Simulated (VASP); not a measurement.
A run of VASP 6.6.1 is set up as follows.

File INCAR:

```
  PREC = Accurate
  ENCUT = 520
  EDIFF = 1E-6
  ISMEAR = 0
  SIGMA = 0.01
  LREAL = F
  LASPH = T
  NELM = 80
  ALGO = Normal
  ISIF = 2
  LWAVE = F
  LCHARG = F
  GGA = PS
  NBANDS = 16
```

Contents of KPOINTS:

```
Automatic mesh
0
Gamma
  7 7 7
```

POSCAR

```
GaN
1.0
    0.0000000000      2.3049009798      2.3049009798
    2.3049009798      0.0000000000      2.3049009798
    2.3049009798      2.3049009798      0.0000000000
Ga N
1 1
Direct
    0.0000000000      0.0000000000      0.0000000000
    0.7500000000      0.7500000000      0.7500000000
```

Potentials or basis: VASP PAW PBE potentials, release 64 (Ga_d, N).

Command:

```console
$ cat potpaw_PBE.64/Ga_d/POTCAR potpaw_PBE.64/N/POTCAR > POTCAR
$ mpirun -np 1 vasp_std > vasp.out
```

(1) Estimate the band gap on the k mesh.

(2) What does it give for the pressure?

Results:

(1) 1.25 eV, direct.

(2) -11.9 GPa.

Caveat: the PAW data sets were made with another functional, which shifts forces and pressure a little.
